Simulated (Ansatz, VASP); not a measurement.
**Cu3W2 in VASP and in Ansatz**

```
Cu W
1.0
     3.33825    0.00000    0.00000
     0.00000    3.33825    0.00000
     0.00000    0.00000    8.04915
Cu W
3 2
Direct
  0.00000 0.00000 0.50000
  0.50000 0.50000 0.60242
  0.50000 0.50000 0.39758
  0.00000 0.00000 0.00000
  0.50000 0.50000 0.00000
```

Alike in both runs: task single point; functional PBE; k mesh 6 × 6 × 2; occupations gaussian, width 0.1 eV; no spin polarisation.

|  | VASP | Ansatz |
| --- | --- | --- |
| version | VASP 6.6.1 | Ansatz 0.2.0 |
| potentials or method | VASP PAW PBE potentials, release 64 (Cu, W_sv), cutoff 520 eV | scalar-relativistic, plane waves, PAW |
| valence electrons in the cell | 61 | 85 |

|  | VASP | Ansatz | Ansatz less VASP |
| --- | --- | --- | --- |
| gap on the k mesh at the Fermi level (eV) | none | none | - |
| rms of the force components (eV/Å) | 7.732 | 8.111 | +0.3793 |

Atom by atom the forces differ by 0.379 eV/Å (rms over components). A gap of «none» marks a metal or a gap that the smearing closes. With one functional, cell and mesh, what is left measures potentials, basis and numerics. VASP's potentials hold 61 valence electrons a cell and Ansatz's 85, so a difference there can come from the potentials and not from the codes.

The k mesh is coarse, so the values compare programs but aren't converged. Neither program's run includes spin-orbit coupling.
